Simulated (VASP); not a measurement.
# C (C2/m) in VASP: a series of runs

The runs below take C through single point, with r2SCAN.

All numbers are computed with VASP 6.6.1; they aren't measurements. Logs are shortened: lines on timing, memory, paths and dates and some standing lists are left out, and cuts for length are marked.

### Step 1. The cell of the first run

Symmetry: C2/m, No. 12, monoclinic system. The conventional cell has a = 4.360 Å, b = 2.518 Å, c = 4.360 Å, α = 90.00°, β = 109.47°, γ = 90.00°. C (site symmetry m) has 4 C at 1.54 to 1.56 Å within 2.1 Å. Within 2.1 Å of C (site symmetry m) lie 4 C at 1.54 to 1.56 Å.

### Step 2. Single point, r2SCAN (atoms displaced along a vibrational mode)

POSCAR reads:

```
C
1.0
    0.0000000000     -1.7801417069     -1.7801417069
   -1.7801417069      0.0000000000     -1.7801417069
    1.7801417069      1.7801417069     -3.5602834138
C
4
Direct
    0.7018397031      0.7740801382      0.7500000206
    0.2981602969      0.2259198618      0.2499999794
    0.3268397031      0.3990801382      0.8750000206
    0.9231602969      0.8509198618      0.3749999794
```

INCAR.step1 reads:

```
SYSTEM = C
PREC = Accurate ; ENCUT = 520
ISMEAR = 0 ; SIGMA = 0.05
LREAL = .FALSE. ; LASPH = .TRUE.
NELM = 80 ; ISYM = 0
NBANDS = 16 ; GGA = PE
ALGO = Normal ; EDIFF = 1E-4
LWAVE = .TRUE. ; LCHARG = .FALSE.
```

INCAR.step2 reads:

```
SYSTEM = C
PREC = Accurate ; ENCUT = 520
EDIFF = 1E-7 ; ISMEAR = 0
SIGMA = 0.05 ; LREAL = .FALSE.
LASPH = .TRUE. ; NELM = 80
ALGO = Normal ; ISIF = 2
LWAVE = .FALSE. ; LCHARG = .FALSE.
METAGGA = R2SCAN ; LMIXTAU = .TRUE.
ISYM = 0 ; NBANDS = 16
ISTART = 1
```

KPOINTS reads:

```
regular mesh
0
G
  12 12 10
  0 0 0
```

Potentials or basis: VASP PAW PBE potentials, release 64 (C).

The run is started by

```bash
cat potpaw_PBE.64/C/POTCAR > POTCAR
cp INCAR.step1 INCAR
mpirun -np 1 vasp_std > vasp.out
cp INCAR.step2 INCAR
mpirun -np 1 vasp_std > vasp.out
```

OUTCAR:

```text
SYSTEM = C
   PREC = Accurate
   ENCUT = 520
   EDIFF = 1E-7
   ISMEAR = 0
   LREAL = .FALSE.
   LASPH = .TRUE.
   NELM = 80
   ISIF = 2
   METAGGA = R2SCAN
   ISYM = 0
   ISTART = 1

 ion  position               nearest neighbor table
   1  0.702  0.774  0.750-   3 1.54   3 1.54   3 1.54   4 1.56
   2  0.298  0.226  0.250-   4 1.54   4 1.54   4 1.54   3 1.56
   3  0.327  0.399  0.875-   1 1.54   1 1.54   1 1.54   2 1.56
   4  0.923  0.851  0.375-   2 1.54   2 1.54   2 1.54   1 1.56

IMPORTANT INFORMATION: All symmetrisations will be switched off!
NOSYMM: (Re-)initialisation of all symmetry stuff for point group C_1.

----------------------------------------------------------------------------------------

                                     Primitive cell

  volume of cell :      22.5644

  direct lattice vectors                    reciprocal lattice vectors
     0.000000000 -1.780141707 -1.780141707     0.140438258 -0.421314773 -0.140438258
    -1.780141707  0.000000000 -1.780141707    -0.421314773  0.140438258 -0.140438258
     1.780141707  1.780141707 -3.560283414     0.140438258  0.140438258 -0.140438258

  length of vectors
     2.517500545  2.517500545  4.360438852     0.465781007  0.465781007  0.243246198

  position of ions in fractional coordinates (direct lattice)
     0.701839703  0.774080138  0.750000021
     0.298160297  0.225919862  0.249999979
     0.326839703  0.399080138  0.875000021
     0.923160297  0.850919862  0.374999979

  ion indices of the primitive-cell ions
   primitive index   ion index
                 1           1
                 2           2
                 3           3
                 4           4

----------------------------------------------------------------------------------------

 KPOINTS: regular mesh

Automatic generation of k-mesh.
 Grid dimensions read from file:
 generate k-points for:   12   12   10

 Generating k-lattice:

  Cartesian coordinates                     Fractional coordinates (reciprocal lattice)
     0.011703188 -0.035109564 -0.011703188     0.083333333  0.000000000  0.000000000
    -0.035109564  0.011703188 -0.011703188     0.000000000  0.083333333  0.000000000
     0.014043826  0.014043826 -0.014043826     0.000000000  0.000000000  0.100000000

  Length of vectors
     0.038815084  0.038815084  0.024324620

[... 74 lines left out ...]
   NELM   =     80;   NELMIN=  2; NELMDL=  0     # of ELM steps
   EDIFF  = 0.1E-06   stopping-criterion for ELM
   LREAL  =      F    real-space projection
   EDIFFG = 0.1E-05   stopping-criterion for IOM
   NSW    =      0    number of steps for IOM
   IBRION =     -1    ionic relax: 0-MD 1-quasi-New 2-CG
   NFREE  =      0    steps in history (QN), initial steepest desc. (CG)
   ISIF   =      2    stress and relaxation
   ISYM   =      0    0-nonsym 1-usesym 2-fastsym
   POTIM  = 0.5000    time-step for ionic-motion
   TEBEG  =    0.0;   TEEND  =   0.0 temperature during run
   PSTRESS=    0.0 pullay stress
   NELECT =      16.0000    total number of electrons
   NUPDOWN=      -1.0000    fix difference up-down
   EMIN   =  10.00;   EMAX   =-10.00  energy-range for DOS
   EFERMI =   0.00;   METHOD = LEGACY
   ISMEAR =     0;   SIGMA  =   0.05  broadening in eV -4-tet -1-fermi 0-gaus
   EFERMI_NEDOS =   21; number of points for ismear=-14 and -15
   IALGO  =     38    algorithm
   IMIX   =      4    mixing-type and parameters
     AMIX     =   0.40;   BMIX     =  1.00
     AMIX_MAG =   1.60;   BMIX_MAG =  1.00
  volume/ion in A,a.u.               =       5.64        38.07
  Fermi-wavevector in a.u.,A,eV,Ry     =   1.459846  2.758708 28.996044  2.131149
  Thomas-Fermi vector in A             =   2.576365
   LORBIT       =      0    0 simple, 1 ext, 2 COOP (PROOUT), +10 PAW based schemes
   METAGGA = R2SCAN    functional components
   LHFCALC =     F    Hartree Fock is set to
   AEXX    =    0.0000 exact exchange contribution
   IVDW    =     0    specifies the selected vdW correction
   LEPSILON=     F    determine dielectric tensor
   LRPA    =     F    only Hartree local field effects (RPA)
 non-spin polarized calculation
 Gauss-broadening in eV      SIGMA  =   0.05
  energy-cutoff  :      520.00
  volume of cell :       22.56
 maximum number of plane-waves:       624
   NGX =  9   NGY =  9   NGZ = 17

 number of electron      16.0000000 magnetization

 Free energy of the ion-electron system (eV)
  ---------------------------------------------------
  ext. energy  EPLUGINS =         0.00000000
  ---------------------------------------------------
  free energy    TOTEN  =       -39.00854005 eV

  energy without entropy =      -39.00854005  energy(sigma->0) =      -39.00854005

 E-fermi :  10.1835     XC(G=0): -14.2994

 val. band max:        9.9681289632   @ k =   0.0000   0.0000   0.0000
 cond. band min:      13.9677292729   @ k =  -0.4167   0.0000   0.4000
 fundamental gap:      3.9996003097
 Fermi energy:        10.1835109108

 k-point     1 :       0.0000    0.0000    0.0000
  band No.  band energies     occupation
      1     -12.9672      2.00000
      2      -7.0061      2.00000
      3      -4.2313      2.00000
      4       6.8615      2.00000
      5       6.9201      2.00000
      6       9.5249      2.00000
[... 433 lines left out ...]
      3      -1.2796      2.00000
      4       1.5349      2.00000
      5       2.9632      2.00000
      6       3.9139      2.00000
[... 8 lines left out ...]
     15      23.0379      0.00000
     16      25.8226      0.00000

 [... further k-points ...]

------------------------ aborting loop because EDIFF is reached ----------------------------------------

  FORCE on cell =-STRESS in cart. coord.  units (eV):
  Direction    XX          YY          ZZ          XY          YZ          ZX
  --------------------------------------------------------------------------------------
  -------------------------------------------------------------------------------------
  Total        0.3015135     -0.2686638      0.3015970      0.1469763     -0.1468850      0.0588330
  in kB       21.4088651    -19.0763848     21.4147958     10.4360028    -10.4295170      4.1774172
  external PRESSURE =       7.9157587 kB  Pullay stress =       0.0000000 kB

 VOLUME and BASIS-vectors are now :
 -----------------------------------------------------------------------------
  energy-cutoff  :      520.00
  volume of cell :       22.56
      direct lattice vectors                 reciprocal lattice vectors
     0.000000000 -1.780141707 -1.780141707     0.140438258 -0.421314773 -0.140438258
    -1.780141707  0.000000000 -1.780141707    -0.421314773  0.140438258 -0.140438258
     1.780141707  1.780141707 -3.560283414     0.140438258  0.140438258 -0.140438258

 POSITION                                       TOTAL-FORCE (eV/Angst)
 -----------------------------------------------------------------------------------
     -0.04287      0.08573     -5.29756         0.562568     -1.186316     -0.562576
      0.04287     -0.08573     -1.82301        -0.636034      1.196020      0.636018
      0.84720      0.97580     -4.40749         0.636034     -1.196020     -0.636018
     -0.84720     -0.97580     -4.49322        -0.562568      1.186316      0.562576
 -----------------------------------------------------------------------------------
    total drift:                               -0.000000      0.000000      0.000000

  FREE ENERGIE OF THE ION-ELECTRON SYSTEM (eV)
  ---------------------------------------------------
  free  energy   TOTEN  =       -39.0085400532 eV

  energy  without entropy=      -39.0085400532  energy(sigma->0) =      -39.00854005
```

OSZICAR.step1:

```text
N       E                     dE             d eps       ncg     rms          rms(c)
DAV:   1     0.203268823618E+02    0.20327E+02   -0.82505E+03 23208   0.972E+02
DAV:   2    -0.355564043382E+02   -0.55883E+02   -0.51782E+02 33560   0.187E+02
DAV:   3    -0.373263077824E+02   -0.17699E+01   -0.17650E+01 26120   0.285E+01
DAV:   4    -0.373324294469E+02   -0.61217E-02   -0.61212E-02 28600   0.211E+00
DAV:   5    -0.373324575467E+02   -0.28100E-04   -0.28100E-04 25680   0.125E-01    0.784E+00
DAV:   6    -0.363892949261E+02    0.94316E+00   -0.57855E-01 27400   0.482E+00    0.468E+00
DAV:   7    -0.360727082342E+02    0.31659E+00   -0.67115E-01 29112   0.539E+00    0.104E+00
DAV:   8    -0.360753967169E+02   -0.26885E-02   -0.13796E-02 25472   0.783E-01    0.581E-02
DAV:   9    -0.360754606451E+02   -0.63928E-04   -0.14980E-04 26008   0.932E-02
   1 F= -.36075461E+02 E0= -.36075461E+02  d E =-.117649E-17
```

It took 14 min on 1 thread of Intel Xeon 8259CL, shared host; peak memory 0.26 GiB.

What came out:

* Free energy: -39.0085 eV
* Pressure: 0.8 GPa
* Largest force: 1.497 eV/Å
* Band gap on the k mesh: 4.00 eV (least direct gap 5.62 eV)

Forces on the atoms (eV/Å):
```
C    0.563 -1.186 -0.563
C   -0.636  1.196  0.636
C    0.636 -1.196 -0.636
C   -0.563  1.186  0.563
```

Stress tensor (GPa, compression positive):
```
 2.14  1.04  0.42
 1.04 -1.91 -1.04
 0.42 -1.04  2.14
```

Caveat: the cell differs from its parent crystal (atoms displaced along a vibrational mode); the PAW data sets were made with another functional, which shifts forces and pressure a little. A k mesh can miss the band edges.

### Step 3. Single point, r2SCAN (atoms displaced along a vibrational mode)

POSCAR reads:

```
C
1.0
    0.0000000000     -1.7801417069     -1.7801417069
   -1.7801417069      0.0000000000     -1.7801417069
    1.7801417069      1.7801417069     -3.5602834138
C
4
Direct
    0.7155997879      0.7672000987      0.7500000147
    0.2844002121      0.2327999013      0.2499999853
    0.3405997879      0.3922000987      0.8750000147
    0.9094002121      0.8577999013      0.3749999853
```

INCAR.step1 reads:

```
SYSTEM = C
PREC     = Accurate       ! precision mode
ENCUT    = 520            ! plane-wave cutoff, eV
ISMEAR   = 0              ! smearing method
SIGMA    = 0.05           ! smearing width, eV
LREAL    = .False.        ! projectors in reciprocal space
LASPH    = .True.         ! aspherical terms in the spheres
NELM     = 80             ! most SCF steps
ISYM     = 0            
NBANDS   = 16             ! bands
GGA      = PE             ! functional
ALGO     = Normal         ! electronic algorithm
EDIFF    = 1E-4           ! SCF threshold, eV
LWAVE    = .True.         ! write WAVECAR
LCHARG   = .False.        ! write CHGCAR
```

INCAR.step2 reads:

```
SYSTEM = C
PREC     = Accurate       ! precision mode
ENCUT    = 520            ! plane-wave cutoff, eV
EDIFF    = 1E-6           ! SCF threshold, eV
ISMEAR   = 0              ! smearing method
SIGMA    = 0.05           ! smearing width, eV
LREAL    = .False.        ! projectors in reciprocal space
LASPH    = .True.         ! aspherical terms in the spheres
NELM     = 80             ! most SCF steps
ALGO     = Normal         ! electronic algorithm
ISIF     = 2              ! what is computed and relaxed
LWAVE    = .False.        ! write WAVECAR
LCHARG   = .True.         ! write CHGCAR
METAGGA  = R2SCAN         ! meta-GGA
LMIXTAU  = .True.       
LELF     = .True.         ! ELF
LVHAR    = .True.       
ISYM     = 0            
NBANDS   = 16             ! bands
ISTART   = 1
```

KPOINTS reads:

```
Automatic mesh
0
Gamma
  12 12 10
  0 0 0
```

Potentials or basis: VASP PAW PBE potentials, release 64 (C).

The run is started by

```bash
cat potpaw_PBE.64/C/POTCAR > POTCAR
cp INCAR.step1 INCAR
mpirun -np 1 vasp_std > vasp.out
cp INCAR.step2 INCAR
mpirun -np 1 vasp_std > vasp.out
```

OUTCAR:

```text
SYSTEM = C
   PREC = Accurate
   ENCUT = 520
   EDIFF = 1E-6
   ISMEAR = 0
   LREAL = .False.
   LASPH = .True.
   NELM = 80
   ISIF = 2
   METAGGA = R2SCAN
   ISYM = 0
   ISTART = 1

 ion  position               nearest neighbor table
   1  0.716  0.767  0.750-   3 1.54   3 1.54   3 1.54   4 1.55
   2  0.284  0.233  0.250-   4 1.54   4 1.54   4 1.54   3 1.55
   3  0.341  0.392  0.875-   1 1.54   1 1.54   1 1.54   2 1.55
   4  0.909  0.858  0.375-   2 1.54   2 1.54   2 1.54   1 1.55

IMPORTANT INFORMATION: All symmetrisations will be switched off!
NOSYMM: (Re-)initialisation of all symmetry stuff for point group C_1.

----------------------------------------------------------------------------------------

                                     Primitive cell

  volume of cell :      22.5644

  direct lattice vectors                    reciprocal lattice vectors
     0.000000000 -1.780141707 -1.780141707     0.140438258 -0.421314773 -0.140438258
    -1.780141707  0.000000000 -1.780141707    -0.421314773  0.140438258 -0.140438258
     1.780141707  1.780141707 -3.560283414     0.140438258  0.140438258 -0.140438258

  length of vectors
[... 161 lines left out ...]
 Fermi energy:        10.0937213153

 k-point     1 :       0.0000    0.0000    0.0000
  band No.  band energies     occupation
      1     -12.9727      2.00000
      2      -7.0030      2.00000
      3      -4.2709      2.00000
      4       6.8319      2.00000
      5       6.8620      2.00000
      6       9.6520      2.00000
[... 433 lines left out ...]
      3      -1.3098      2.00000
      4       1.5274      2.00000
      5       2.9674      2.00000
      6       3.8892      2.00000
[... 8 lines left out ...]
     15      23.2449      0.00000
     16      25.7017      0.00000

 [... further k-points ...]

------------------------ aborting loop because EDIFF is reached ----------------------------------------

  FORCE on cell =-STRESS in cart. coord.  units (eV):
  Direction    XX          YY          ZZ          XY          YZ          ZX
  --------------------------------------------------------------------------------------
  -------------------------------------------------------------------------------------
  Total        0.2265028     -0.0661511      0.2264413      0.0708101     -0.0708034      0.0344146
  in kB       16.0827516     -4.6970354     16.0783873      5.0278448     -5.0273716      2.4435980
  external PRESSURE =       9.1547012 kB  Pullay stress =       0.0000000 kB

 VOLUME and BASIS-vectors are now :
 -----------------------------------------------------------------------------
  energy-cutoff  :      520.00
  volume of cell :       22.56
      direct lattice vectors                 reciprocal lattice vectors
     0.000000000 -1.780141707 -1.780141707     0.140438258 -0.421314773 -0.140438258
    -1.780141707  0.000000000 -1.780141707    -0.421314773  0.140438258 -0.140438258
     1.780141707  1.780141707 -3.560283414     0.140438258  0.140438258 -0.140438258

 POSITION                                       TOTAL-FORCE (eV/Angst)
 -----------------------------------------------------------------------------------
     -0.03062      0.06124     -5.30981         0.404949     -0.848434     -0.404950
      0.03062     -0.06124     -1.81076        -0.446568      0.849187      0.446565
      0.85945      0.95131     -4.41974         0.446568     -0.849187     -0.446565
     -0.85945     -0.95131     -4.48097        -0.404949      0.848434      0.404950
 -----------------------------------------------------------------------------------
    total drift:                                0.000000     -0.000000     -0.000000

  FREE ENERGIE OF THE ION-ELECTRON SYSTEM (eV)
  ---------------------------------------------------
  free  energy   TOTEN  =       -39.1586664089 eV

  energy  without entropy=      -39.1586664089  energy(sigma->0) =      -39.15866641
```

OUTCAR.step1:

```text
SYSTEM = C
   PREC = Accurate
   ENCUT = 520
   ISMEAR = 0
   LREAL = .False.
   LASPH = .True.
[... 669 lines left out ...]
      0.03062     -0.06124     -1.81076        -0.427921      0.809757      0.427930
      0.85945      0.95131     -4.41974         0.427921     -0.809757     -0.427930
     -0.85945     -0.95131     -4.48097        -0.384757      0.811170      0.384765
 -----------------------------------------------------------------------------------
    total drift:                               -0.000000     -0.000000     -0.000000

  FREE ENERGIE OF THE ION-ELECTRON SYSTEM (eV)
  ---------------------------------------------------
  free  energy   TOTEN  =       -36.2187291431 eV

  energy  without entropy=      -36.2187291431  energy(sigma->0) =      -36.21872914
```

Wall time 12 min (1 thread of Intel Xeon 8259CL, shared host); peak memory 0.26 GiB.

Results:

| Property | Result |
| --- | --- |
| Free energy | -39.1587 eV |
| Pressure | 0.9 GPa |
| Largest force | 1.058 eV/Å |
| Band gap on the k mesh | 4.21 eV |

Forces on the atoms (eV/Å):
```
C    0.405 -0.848 -0.405
C   -0.447  0.849  0.447
C    0.447 -0.849 -0.447
C   -0.405  0.848  0.405
```

Levels at points of the mesh, in eV from the valence-band top:
| k point | band 4 | band 5 | band 6 | band 7 | band 8 | band 9 | band 10 | band 11 | band 12 | band 13 |
| --- | --- | --- | --- | --- | --- | --- | --- | --- | --- | --- |
| (0.00, 0.00, 0.00) | -3.05 | -3.02 | -0.23 | -0.13 | 0.00 | 5.73 | 5.80 | 5.81 | 8.78 | 8.81 |
| (0.50, 0.00, 0.00) | -11.59 | -7.21 | -7.13 | -5.30 | -5.26 | 6.18 | 6.33 | 10.81 | 12.83 | 13.29 |
| (0.00, 0.50, 0.00) | -11.57 | -7.26 | -7.21 | -5.24 | -5.22 | 6.25 | 6.32 | 11.15 | 12.18 | 13.21 |
| (0.50, 0.50, 0.00) | -13.69 | -6.77 | -6.72 | -3.19 | -2.98 | 4.80 | 5.08 | 8.71 | 8.92 | 9.01 |
| (0.00, 0.00, 0.50) | -7.08 | -2.12 | -2.12 | -1.78 | -1.77 | 7.35 | 7.69 | 7.86 | 8.50 | 8.84 |
| (0.50, 0.00, 0.50) | -13.64 | -6.78 | -6.71 | -3.09 | -2.97 | 4.62 | 4.92 | 8.86 | 8.88 | 9.05 |
| (0.00, 0.50, 0.50) | -13.69 | -6.77 | -6.72 | -3.19 | -2.98 | 4.80 | 5.08 | 8.71 | 8.92 | 9.01 |
| (0.50, 0.50, 0.50) | -11.57 | -7.26 | -7.21 | -5.24 | -5.22 | 6.25 | 6.32 | 11.15 | 12.18 | 13.21 |

Caveat: the cell differs from its parent crystal (atoms displaced along a vibrational mode); the PAW data sets were made with another functional, which shifts forces and pressure a little.
